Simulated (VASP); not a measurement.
Set up this calculation in VASP 6.6.1, as the native input.

* Task: single point
* Functional: r2SCAN
* Potentials or basis: VASP PAW PBE potentials, release 64 (C)
* Cutoff: 520 eV
* k mesh: 12 × 12 × 10
* Occupations: gaussian, width 0.05 eV
* Spin: no spin polarisation
* Dipole correction: no
* Further INCAR settings: ALGO = Normal; EDIFF = 1e-06; NBANDS = 16; ISYM = 0

C:

```
C
1.0
     0.00000   -1.78012   -1.78012
    -1.78012    0.00000   -1.78012
     1.78012    1.78012   -3.56023
C
4
Cartesian
  -0.0115 -0.0115 -5.3288
  0.0115 0.0115 -1.7917
  0.9016 0.9016 -4.4618
  -0.9016 -0.9016 -4.4387
```

This cell differs from its parent crystal: atoms displaced along a vibrational mode.

One way to write it, as run:

POSCAR

```
C
1.0
    0.0000000000     -1.7801161419     -1.7801161419
   -1.7801161419      0.0000000000     -1.7801161419
    1.7801161419      1.7801161419     -3.5602322838
C
4
Direct
    0.7516217432      0.7516217432      0.7451350062
    0.2483782568      0.2483782568      0.2548649938
    0.3733782568      0.3733782568      0.8798649938
    0.8766217432      0.8766217432      0.3701350062
```

INCAR.step1

```
SYSTEM = C
PREC     = Accurate       ! precision mode
ENCUT    = 520            ! plane-wave cutoff, eV
ISMEAR   = 0              ! smearing method
SIGMA    = 0.05           ! smearing width, eV
LREAL    = .FALSE.        ! projectors in reciprocal space
LASPH    = .TRUE.         ! aspherical terms in the spheres
NELM     = 80             ! most SCF steps
NBANDS   = 16             ! bands
ISYM     = 0            
GGA      = PE             ! functional
ALGO     = Normal         ! electronic algorithm
EDIFF    = 1E-4           ! SCF threshold, eV
LWAVE    = .TRUE.         ! write WAVECAR
LCHARG   = .FALSE.        ! write CHGCAR
```

INCAR.step2

```
SYSTEM = C
PREC     = Accurate       ! precision mode
ENCUT    = 520            ! plane-wave cutoff, eV
EDIFF    = 1E-6           ! SCF threshold, eV
ISMEAR   = 0              ! smearing method
SIGMA    = 0.05           ! smearing width, eV
LREAL    = .FALSE.        ! projectors in reciprocal space
LASPH    = .TRUE.         ! aspherical terms in the spheres
NELM     = 80             ! most SCF steps
ALGO     = Normal         ! electronic algorithm
ISIF     = 2              ! what is computed and relaxed
LWAVE    = .FALSE.        ! write WAVECAR
LCHARG   = .TRUE.         ! write CHGCAR
METAGGA  = R2SCAN         ! meta-GGA
LMIXTAU  = .TRUE.       
LELF     = .TRUE.         ! ELF
LVHAR    = .TRUE.       
NBANDS   = 16             ! bands
ISYM     = 0            
ISTART   = 1
```

KPOINTS

```
regular mesh
0
G
  12 12 10
  0 0 0
```

Potentials or basis: VASP PAW PBE potentials, release 64 (C).

Run with:

```sh
$ cat potpaw_PBE.64/C/POTCAR > POTCAR
$ cp INCAR.step1 INCAR
$ mpirun -np 1 vasp_std > vasp.out
$ cp INCAR.step2 INCAR
$ mpirun -np 1 vasp_std > vasp.out
```

Results of the run:

```
Pressure               : 1.4 GPa
Largest force          : 1.461 eV/Å
Band gap on the k mesh : 4.31 eV
```

Caveat: the cell differs from its parent crystal (atoms displaced along a vibrational mode); the PAW data sets were made with another functional, which shifts forces and pressure a little.

Run time: 8.2 min on 1 thread of Intel(R) Xeon(R) Platinum 8488C (Sapphire Rapids), with other jobs on the host, peak memory 0.28 GiB.
